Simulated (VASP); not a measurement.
Runs of VASP 6.6.1 on GaAs. It takes space group F-43m (No. 216, cubic). The conventional cell has a = 5.666 Å, b = 5.666 Å, c = 5.666 Å, α = 90.00°, β = 90.00°, γ = 90.00°. Ga (site symmetry -43m) has 4 As at 2.45 Å within 3.2 Å. As (site symmetry -43m) has 4 Ga at 2.45 Å within 3.2 Å. 

```csv
level,potentials or basis,k mesh,gap on the mesh (eV),pressure (GPa)
LDA,"VASP PAW LDA potentials, release 64 (Ga_d, As)",4 × 4 × 4,(b),-1.8
PBE,"VASP PAW PBE potentials, release 64 (Ga_d, As)",6 × 6 × 6,0.47,(a)
PBE,"VASP PAW PBE potentials, release 64 (Ga_d, As)",4 × 4 × 4,0.46,3.2
r2SCAN,"VASP PAW PBE potentials, release 64 (Ga_d, As)",4 × 4 × 4,0.94,0.4
```

Alike in all rows: task single point; no spin polarisation; cell as given; cutoff (eV) 520; smearing gaussian 0.01 eV.

Problem. Fill in the values left out.

Solution. (a) 3.0; (b) 0.26.

Caveats: some runs use coarse meshes; the PAW data sets were made with another functional, which shifts forces and pressure a little (at least some runs).

A k mesh can miss the band edges, and the runs leave out spin-orbit coupling on As, Ga.
